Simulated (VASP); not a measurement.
# BaTiO3 (P4mm) in VASP: further runs, part 2 of 2

VASP 6.6.1.

**3. Relaxation of cell and atoms, PBE, target pressure 30 GPa, at which the enthalpy is minimised**

The input, INCAR:

```
ALGO = Normal
EDIFF = 1E-6
EDIFFG = -0.005
ENCUT = 600
GGA = PE
IBRION = 2
ISIF = 3
ISMEAR = 0
LASPH = T
LCHARG = F
LREAL = F
LWAVE = F
NELM = 60
NSW = 80
PREC = Accurate
PSTRESS = 300.0
SIGMA = 0.01
```

The input, KPOINTS:

```
k-points
0
Gamma
  4 4 4
```

The input, POSCAR:

```
BaTiO3
1.0
    3.9998000000      0.0000000000      0.0000000000
    0.0000000000      3.9998000000      0.0000000000
    0.0000000000      0.0000000000      4.0180000000
Ba Ti O
1 1 3
Direct
    0.0000000000      0.0000000000      0.0000000000
    0.5000000000      0.5000000000      0.4900000000
    0.5000000000      0.5000000000      0.0190000000
    0.5000000000      0.0000000000      0.5170000000
    0.0000000000      0.5000000000      0.5170000000
```

Potentials or basis: VASP PAW PBE potentials, release 64 (Ba_sv, Ti_sv, O).

The run is started by

```console
$ cat potpaw_PBE.64/Ba_sv/POTCAR potpaw_PBE.64/Ti_sv/POTCAR potpaw_PBE.64/O/POTCAR > POTCAR
$ mpirun -np 1 vasp_std > vasp.out
```

Wall time 6.6 min (1 thread of AMD EPYC 9R45 (Zen 5), shared host); peak memory 0.19 GiB.

It converged, with:

* Free energy: -39.2832 eV
* Relaxed volume: 11.44 Å³/atom
* Relaxed cell: a = 3.853 Å, b = 3.853 Å, c = 3.853 Å, α = 90.00°, β = 90.00°, γ = 90.00°
* Space group after relaxing (to 0.05 Å): Pm-3m (No. 221)
* Energy change on relaxing (the enthalpy is what falls): +139.1 meV/atom
* Ionic steps: 49
* Pressure after relaxing: 30.0 GPa
* Largest force after relaxing: 0.005 eV/Å
* Band gap on the k mesh: 1.95 eV, indirect (least direct gap 1.96 eV)

Forces on the atoms (eV/Å):
```
Ba   0.000  0.000  0.005
Ti   0.000  0.000 -0.002
O    0.000  0.000  0.001
O    0.000  0.000 -0.002
O    0.000  0.000 -0.002
```

Step by step:
```tsv
step	energy change (eV)	largest force (eV/Å)	pressure (GPa)	volume (Å³)
1	0.0000	0.3093	4.08	64.28
3	0.5980	0.5062	27.89	57.84
5	0.6802	0.5807	30.00	57.39
7	0.7058	0.1533	30.47	57.18
9	0.6440	0.0848	28.68	57.49
11	0.6932	0.1032	29.94	57.22
13	0.7147	0.0456	30.51	57.10
15	0.6821	0.0280	29.67	57.27
17	0.6924	0.0243	29.92	57.22
19	0.6922	0.0242	29.92	57.21
21	0.7036	0.0207	30.17	57.15
23	0.6902	0.0163	29.98	57.22
25	0.6897	0.0165	29.85	57.23
27	0.6972	0.0141	30.10	57.19
29	0.6967	0.0140	30.02	57.19
31	0.6959	0.0133	30.02	57.19
33	0.6940	0.0135	29.95	57.20
35	0.6982	0.0176	30.07	57.18
37	0.6979	0.0158	30.05	57.18
39	0.6976	0.0150	30.03	57.18
41	0.6922	0.0096	29.91	57.21
43	0.6951	0.0072	30.01	57.20
45	0.6948	0.0074	29.95	57.20
47	0.6949	0.0077	30.01	57.20
49	0.6957	0.0048	29.99	57.19
```

Final structure:
```
Ba Ti O
1.0
     3.85286    0.00000    0.00000
     0.00000    3.85286    0.00000
     0.00000    0.00000    3.85284
Ba Ti O
1 1 3
Direct
  0.00000 0.00000 0.00850
  0.50000 0.50000 0.50859
  0.50000 0.50000 0.00862
  0.50000 0.00000 0.50865
  0.00000 0.50000 0.50865
```

Levels at points of the mesh, in eV from the valence-band top:
```csv
k point,band 18,band 19,band 20,band 21,band 22,band 23
"(0.00, 0.00, 0.00)",-0.01,-0.01,-0.01,1.95,1.95,1.95
"(0.50, 0.00, 0.00)",-1.95,-0.69,-0.69,2.16,4.07,4.07
"(0.50, 0.50, 0.00)",-0.77,-0.77,-0.11,4.09,4.09,4.54
"(0.00, 0.00, 0.50)",-1.95,-0.69,-0.69,2.16,4.07,4.07
"(0.50, 0.00, 0.50)",-0.77,-0.77,-0.11,4.09,4.09,4.54
"(0.50, 0.50, 0.50)",0.00,0.00,0.00,4.90,4.90,4.90
```

Caveat: the cell is relaxed towards a set pressure, so the enthalpy falls and the energy may rise; spin-orbit coupling is left out, which moves the levels of the heavy elements.

**4. Relaxation of cell and atoms, PBE, target pressure 40 GPa, at which the enthalpy is minimised**

The input, INCAR:

```
SYSTEM = BaTiO3
  PREC = Accurate
  ENCUT = 600
  EDIFF = 1E-6
  ISMEAR = 0
  SIGMA = 0.01
  LREAL = .FALSE.
  LASPH = .TRUE.
  NELM = 60
  ALGO = Normal
  ISIF = 3
  LWAVE = .FALSE.
  LCHARG = .FALSE.
  GGA = PE
  IBRION = 2
  NSW = 80
  EDIFFG = -0.005
  PSTRESS = 400.0
```

The input, KPOINTS:

```
regular mesh
0
G
  4 4 4
  0 0 0
```

POSCAR is that of step 3.

The run is started by

```console
$ cat potpaw_PBE.64/Ba_sv/POTCAR potpaw_PBE.64/Ti_sv/POTCAR potpaw_PBE.64/O/POTCAR > POTCAR
$ mpirun -np 1 vasp_std > vasp.out
```

Run time: 3.6 min. Hardware: 1 thread of AMD EPYC 9R45 (Zen 5), shared host; peak memory 0.19 GiB.

The run converged. Its results:

```
Free energy                                            : -38.8835 eV
Relaxed volume                                         : 11.07 Å³/atom
Relaxed cell                                           : a = 3.811 Å, b = 3.811 Å, c = 3.811 Å, α = 90.00°, β = 90.00°, γ = 90.00°
Space group after relaxing (to 0.05 Å)                 : Pm-3m (No. 221)
Energy change on relaxing (the enthalpy is what falls) : +219.1 meV/atom
Ionic steps                                            : 26
Pressure after relaxing                                : 40.0 GPa
Largest force after relaxing                           : 0.005 eV/Å
Band gap on the k mesh                                 : 1.97 eV, direct
```

Forces in eV/Å, atoms in the order of the input:
```
Ba   0.000  0.000 -0.003
Ti   0.000  0.000  0.005
O    0.000  0.000  0.000
O    0.000  0.000 -0.001
O    0.000  0.000 -0.001
```

Step by step:
| step | energy change (eV) | largest force (eV/Å) | pressure (GPa) | volume (Å³) |
| --- | --- | --- | --- | --- |
| 1 | 0.0000 | 0.3093 | 4.08 | 64.28 |
| 2 | 11.0254 | 5.3804 | 217.44 | 41.02 |
| 3 | 0.8769 | 0.6883 | 35.09 | 56.41 |
| 4 | 1.0170 | 0.7926 | 38.49 | 55.80 |
| 5 | 1.0762 | 0.8350 | 39.89 | 55.56 |
| 6 | 1.1148 | 0.2082 | 40.36 | 55.32 |
| 7 | 1.1118 | 0.2091 | 40.34 | 55.33 |
| 8 | 1.0757 | 0.1171 | 39.53 | 55.46 |
| 9 | 1.0571 | 0.1060 | 39.08 | 55.53 |
| 10 | 1.1599 | 0.1212 | 41.49 | 55.11 |
| 11 | 1.1185 | 0.1143 | 40.53 | 55.28 |
| 12 | 1.1019 | 0.0847 | 40.18 | 55.33 |
| 13 | 1.0909 | 0.0716 | 39.91 | 55.38 |
| 14 | 1.0956 | 0.0264 | 40.01 | 55.36 |
| 15 | 1.0988 | 0.0230 | 40.08 | 55.34 |
| 16 | 1.0875 | 0.0123 | 39.88 | 55.39 |
| 17 | 1.0920 | 0.0166 | 39.91 | 55.37 |
| 18 | 1.0970 | 0.0054 | 40.01 | 55.35 |
| 19 | 1.0965 | 0.0049 | 40.03 | 55.35 |
| 20 | 1.0960 | 0.0043 | 40.03 | 55.35 |
| 21 | 1.0936 | 0.0056 | 39.97 | 55.36 |
| 22 | 1.0939 | 0.0053 | 39.96 | 55.36 |
| 23 | 1.0944 | 0.0051 | 39.98 | 55.36 |
| 24 | 1.0966 | 0.0039 | 40.17 | 55.35 |
| 25 | 1.0951 | 0.0052 | 39.99 | 55.36 |
| 26 | 1.0954 | 0.0045 | 39.99 | 55.36 |

Final structure:
```
Ba Ti O
1.0
     3.81113    0.00000    0.00000
     0.00000    3.81113    0.00000
     0.00000    0.00000    3.81120
Ba Ti O
1 1 3
Direct
  0.00000 0.00000 0.00859
  0.50000 0.50000 0.50824
  0.50000 0.50000 0.00865
  0.50000 0.00000 0.50876
  0.00000 0.50000 0.50876
```

Levels at points of the mesh, in eV from the valence-band top:
```
           k point  band 17  band 18  band 19  band 20  band 21  band 22  band 23  band 24
(0.00, 0.00, 0.00)    -1.38     0.00     0.00     0.00     1.97     1.97     1.97     4.84
(0.50, 0.00, 0.00)    -2.02    -2.02    -0.70    -0.70     2.20     4.22     4.22     4.96
(0.50, 0.50, 0.00)    -1.63    -0.77    -0.77    -0.15     4.24     4.24     4.70     6.04
(0.00, 0.00, 0.50)    -2.02    -2.02    -0.70    -0.70     2.20     4.22     4.22     4.96
(0.50, 0.00, 0.50)    -1.63    -0.77    -0.77    -0.15     4.24     4.24     4.70     6.04
(0.50, 0.50, 0.50)    -2.28    -0.03    -0.03    -0.03     5.10     5.10     5.10     7.40
```

Caveat: the cell is relaxed towards a set pressure, so the enthalpy falls and the energy may rise; spin-orbit coupling is left out, which moves the levels of the heavy elements. A k mesh can miss the band edges.

**5. Overview**

| cell | gap on the mesh (eV) | pressure (GPa) |
| --- | --- | --- |
| relaxed to 20 GPa | 1.89 | 20.0 |
| relaxed to 30 GPa | 1.95 | 30.0 |
| relaxed to 40 GPa | 1.97 | 40.0 |

Alike in all rows: task relaxation of cell and atoms; level PBE; potentials or basis VASP PAW PBE potentials, release 64 (Ba_sv, Ti_sv, O); no spin polarisation; k mesh 4 × 4 × 4; cutoff (eV) 600; smearing gaussian 0.01 eV.

Caveats: the cell is relaxed towards a set pressure, so the enthalpy falls and the energy may rise; spin-orbit coupling is left out, which moves the levels of the heavy elements.

Absolute energies hang on the potentials; compare differences alone.
